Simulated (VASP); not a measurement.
# NbRu3C (Pm-3m) in VASP: further runs, part 2 of 2

VASP 6.6.1. Earlier steps stand in the parts before.

### 3 Single point, PBE

This run uses another cell than the first one, of 12.90 Å³/atom.

Input file INCAR:

```
SYSTEM = NbRu3C
ALGO     = Normal         ! electronic algorithm
EDIFF    = 1E-6           ! SCF threshold, eV
ENCUT    = 520            ! plane-wave cutoff, eV
GGA      = PE             ! functional
ISIF     = 2              ! what is computed and relaxed
ISMEAR   = -1             ! smearing method
LASPH    = .TRUE.         ! aspherical terms in the spheres
LCHARG   = .TRUE.         ! write CHGCAR
LELF     = .TRUE.         ! ELF
LREAL    = .FALSE.        ! projectors in reciprocal space
LVHAR    = .TRUE.       
LWAVE    = .FALSE.        ! write WAVECAR
NBANDS   = 38             ! bands
NELM     = 80             ! most SCF steps
PREC     = Accurate       ! precision mode
SIGMA    = 0.1            ! smearing width, eV
```

Input file KPOINTS:

```
k-points
0
G
  6 6 6
  0 0 0
```

Input file POSCAR:

```
NbRu3C
1.0
    4.0101989407      0.0000000000      0.0000000000
    0.0000000000      4.0101989407      0.0000000000
    0.0000000000      0.0000000000      4.0101989407
Nb Ru C
1 3 1
Direct
    0.0000000000      0.0000000000      0.0000000000
    0.0000000000      0.5000000000      0.5000000000
    0.5000000000      0.0000000000      0.5000000000
    0.5000000000      0.5000000000      0.0000000000
    0.5000000000      0.5000000000      0.5000000000
```

Potentials or basis: VASP PAW PBE potentials, release 64 (Nb_sv, Ru_pv, C).

Command:

```
cat potpaw_PBE.64/Nb_sv/POTCAR potpaw_PBE.64/Ru_pv/POTCAR potpaw_PBE.64/C/POTCAR > POTCAR
mpirun -np 1 vasp_std > vasp.out
```

OUTCAR:

```text
SYSTEM = NbRu3C
   EDIFF = 1E-6
   ENCUT = 520
   GGA = PE
   ISIF = 2
   ISMEAR = -1
   LASPH = .TRUE.
   LREAL = .FALSE.
   NELM = 80
   PREC = Accurate

 ion  position               nearest neighbor table
   1  0.000  0.000  0.000-   2 2.84   3 2.84   4 2.84   2 2.84   3 2.84   2 2.84   4 2.84   2 2.84
                             3 2.84   4 2.84   3 2.84   4 2.84
   2  0.000  0.500  0.500-   5 2.01   5 2.01   4 2.84   1 2.84   1 2.84   4 2.84   1 2.84   3 2.84
                             1 2.84   3 2.84   4 2.84   3 2.84   4 2.84   3 2.84
   3  0.500  0.000  0.500-   5 2.01   5 2.01   4 2.84   1 2.84   1 2.84   4 2.84   2 2.84   4 2.84
                             2 2.84   4 2.84   1 2.84   2 2.84   1 2.84   2 2.84
   4  0.500  0.500  0.000-   5 2.01   5 2.01   3 2.84   1 2.84   2 2.84   3 2.84   2 2.84   1 2.84
                             3 2.84   3 2.84   1 2.84   2 2.84   2 2.84   1 2.84
   5  0.500  0.500  0.500-   2 2.01   3 2.01   4 2.01   4 2.01   3 2.01   2 2.01

  LATTYP: Found a simple cubic cell.
 ALAT       =     4.0101989407

  Lattice vectors:

 A1 = (   4.0101989407,   0.0000000000,   0.0000000000)
 A2 = (   0.0000000000,   4.0101989407,   0.0000000000)
 A3 = (   0.0000000000,   0.0000000000,   4.0101989407)

Analysis of symmetry for initial positions (statically):
=====================================================================
 Subroutine PRICEL returns:
 Original cell was already a primitive cell.

 Routine SETGRP: Setting up the symmetry group for a
 simple cubic supercell.

 Subroutine GETGRP returns: Found 48 space group operations
 (whereof 48 operations were pure point group operations)
 out of a pool of 48 trial point group operations.

The static configuration has the point symmetry O_h .

Analysis of symmetry for dynamics (positions and initial velocities):
=====================================================================
 Subroutine PRICEL returns:
 Original cell was already a primitive cell.

 Routine SETGRP: Setting up the symmetry group for a
 simple cubic supercell.

 Subroutine GETGRP returns: Found 48 space group operations
 (whereof 48 operations were pure point group operations)
 out of a pool of 48 trial point group operations.

The dynamic configuration has the point symmetry O_h .

 Subroutine INISYM returns: Found 48 space group operations
 (whereof 48 operations are pure point group operations),
 and found     1 'primitive' translations

----------------------------------------------------------------------------------------

                                     Primitive cell

  volume of cell :      64.4908

  direct lattice vectors                    reciprocal lattice vectors
     4.010198941  0.000000000  0.000000000     0.249364187  0.000000000  0.000000000
     0.000000000  4.010198941  0.000000000     0.000000000  0.249364187  0.000000000
     0.000000000  0.000000000  4.010198941     0.000000000  0.000000000  0.249364187

  length of vectors
     4.010198941  4.010198941  4.010198941     0.249364187  0.249364187  0.249364187

  position of ions in fractional coordinates (direct lattice)
     0.000000000  0.000000000  0.000000000
     0.000000000  0.500000000  0.500000000
     0.500000000  0.000000000  0.500000000
     0.500000000  0.500000000  0.000000000
[... 34 lines left out ...]
 Found     20 irreducible k-points:

 Following reciprocal coordinates:
            Coordinates               Weight
  0.000000  0.000000  0.000000      1.000000
  0.166667  0.000000  0.000000      6.000000
  0.333333  0.000000  0.000000      6.000000
  0.500000  0.000000  0.000000      3.000000
  0.166667  0.166667  0.000000     12.000000
  0.333333  0.166667  0.000000     24.000000
[... 12 lines left out ...]
  0.500000  0.500000  0.333333      6.000000
  0.500000  0.500000  0.500000      1.000000
   k-points           NKPTS =     20   k-points in BZ     NKDIM =     20   number of bands    NBANDS=     38
   number of dos      NEDOS =    301   number of ions     NIONS =      5
   total plane-waves  NPLWV =  27000
   dimension x,y,z NGX =    30 NGY =   30 NGZ =   30
   dimension x,y,z NGXF=    60 NGYF=   60 NGZF=   60
   ions per type =               1   3   1
   NGX,Y,Z   is equivalent  to a cutoff of  12.44, 12.44, 12.44 a.u.
   NGXF,Y,Z  is equivalent  to a cutoff of  24.87, 24.87, 24.87 a.u.
 SYSTEM =  NbRu3C
   PREC   = accura    normal or accurate (medium, high low for compatibility)
   ISTART =      0    job   : 0-new  1-cont  2-samecut
   ICHARG =      2    charge: 1-file 2-atom 10-const
   ISPIN  =      1    spin polarized calculation?
   LNONCOLLINEAR =      F non collinear calculations
   LSORBIT =      F    spin-orbit coupling
   LASPH  =      T    aspherical Exc in radial PAW
   ENCUT  =  520.0 eV  38.22 Ry    6.18 a.u.   7.46  7.46  7.46*2*pi/ulx,y,z
   NELM   =     80;   NELMIN=  2; NELMDL= -5     # of ELM steps
   EDIFF  = 0.1E-05   stopping-criterion for ELM
   LREAL  =      F    real-space projection
   EDIFFG = 0.1E-04   stopping-criterion for IOM
   NSW    =      0    number of steps for IOM
   IBRION =     -1    ionic relax: 0-MD 1-quasi-New 2-CG
   NFREE  =      0    steps in history (QN), initial steepest desc. (CG)
   ISIF   =      2    stress and relaxation
   ISYM   =      2    0-nonsym 1-usesym 2-fastsym
   POTIM  = 0.5000    time-step for ionic-motion
   TEBEG  =    0.0;   TEEND  =   0.0 temperature during run
   PSTRESS=    0.0 pullay stress
   NELECT =      59.0000    total number of electrons
   NUPDOWN=      -1.0000    fix difference up-down
   EMIN   =  10.00;   EMAX   =-10.00  energy-range for DOS
   EFERMI =   0.00;   METHOD = LEGACY
   ISMEAR =    -1;   SIGMA  =   0.10  broadening in eV -4-tet -1-fermi 0-gaus
   EFERMI_NEDOS =   21; number of points for ismear=-14 and -15
   IALGO  =     38    algorithm
   IMIX   =      4    mixing-type and parameters
     AMIX     =   0.40;   BMIX     =  1.00
     AMIX_MAG =   1.60;   BMIX_MAG =  1.00
  volume/ion in A,a.u.               =      12.90        87.04
  Fermi-wavevector in a.u.,A,eV,Ry     =   1.589253  3.003252 34.364557  2.525724
  Thomas-Fermi vector in A             =   2.688131
   LORBIT       =      0    0 simple, 1 ext, 2 COOP (PROOUT), +10 PAW based schemes
   GGA     = PE    functional components
   LHFCALC =     F    Hartree Fock is set to
   AEXX    =    0.0000 exact exchange contribution
   IVDW    =     0    specifies the selected vdW correction
   LEPSILON=     F    determine dielectric tensor
   LRPA    =     F    only Hartree local field effects (RPA)
 non-spin polarized calculation
  energy-cutoff  :      520.00
  volume of cell :       64.49
 maximum number of plane-waves:      1755
 NGX is ok and might be reduce to    30
   NGX = 15   NGY = 15   NGZ = 15

 number of electron      59.0000014 magnetization

 Free energy of the ion-electron system (eV)
  ---------------------------------------------------
  ext. energy  EPLUGINS =         0.00000000
  ---------------------------------------------------
  free energy    TOTEN  =       -47.35025292 eV

  energy without entropy =      -47.23508305  energy(sigma->0) =      -47.29266799

 E-fermi :  12.8050     XC(G=0): -13.5716

 val. band max:       12.8033374180   @ k =   0.5000   0.1667   0.1667
 cond. band min:      12.8125623061   @ k =   0.3333   0.3333   0.1667
 fundamental gap:      0.0092248881
 Fermi energy:        12.8050250439

 k-point     1 :       0.0000    0.0000    0.0000
  band No.  band energies     occupation
      1     -43.1937      2.00000
      2     -31.0167      2.00000
      3     -31.0167      2.00000
      4     -31.0167      2.00000
      5     -30.3165      2.00000
      6     -30.3165      2.00000
[... 809 lines left out ...]
     37      15.1813      0.00000
     38      18.4368      0.00000

------------------------ aborting loop because EDIFF is reached ----------------------------------------

  FORCE on cell =-STRESS in cart. coord.  units (eV):
  Direction    XX          YY          ZZ          XY          YZ          ZX
  --------------------------------------------------------------------------------------
  -------------------------------------------------------------------------------------
  Total        3.5230111      3.5230111      3.5230111      0.0000000      0.0000000     -0.0000000
  in kB       87.5239351     87.5239351     87.5239351      0.0000000      0.0000000     -0.0000000
  external PRESSURE =      87.5239351 kB  Pullay stress =       0.0000000 kB

 VOLUME and BASIS-vectors are now :
 -----------------------------------------------------------------------------
  energy-cutoff  :      520.00
  volume of cell :       64.49
      direct lattice vectors                 reciprocal lattice vectors
     4.010198941  0.000000000  0.000000000     0.249364187  0.000000000  0.000000000
     0.000000000  4.010198941  0.000000000     0.000000000  0.249364187  0.000000000
     0.000000000  0.000000000  4.010198941     0.000000000  0.000000000  0.249364187

 POSITION                                       TOTAL-FORCE (eV/Angst)
 -----------------------------------------------------------------------------------
      0.00000      0.00000      0.00000         0.000000      0.000000      0.000000
      0.00000      2.00510      2.00510         0.000000      0.000000      0.000000
      2.00510      0.00000      2.00510         0.000000      0.000000      0.000000
      2.00510      2.00510      0.00000         0.000000      0.000000      0.000000
      2.00510      2.00510      2.00510         0.000000      0.000000      0.000000
 -----------------------------------------------------------------------------------
    total drift:                                0.000000      0.000000     -0.000000

  FREE ENERGIE OF THE ION-ELECTRON SYSTEM (eV)
  ---------------------------------------------------
  free  energy   TOTEN  =       -47.3502529236 eV

  energy  without entropy=      -47.2350830536  energy(sigma->0) =      -47.29266799
```

It took 86 s on 1 thread of AMD EPYC 7R13, shared host; peak memory 0.16 GiB.

What came out:

```
Free energy            : -47.3503 eV
Pressure               : 8.8 GPa
Band gap on the k mesh : zero (an odd number of electrons rules out a gap without spin polarisation)
```

Levels at points of the mesh, in eV from the Fermi level:
```
           k point  band 25  band 26  band 27  band 28  band 29  band 30  band 31  band 32  band 33  band 34
(0.00, 0.00, 0.00)    -2.70    -2.70    -1.44    -1.44     0.67     0.72     0.72     0.72     1.95     1.95
(0.50, 0.00, 0.00)    -2.05    -1.56    -1.48    -1.48    -0.79    -0.31    -0.31     0.58     0.72     0.96
(0.50, 0.50, 0.00)    -2.98    -2.98    -2.50    -1.71    -1.32    -0.98     0.39     0.39     0.47     1.80
(0.50, 0.50, 0.50)    -2.18    -2.18     0.23     0.23     0.23     0.46     0.46     0.46     1.26     1.26
```

Caveat: the cell stands under pressure.
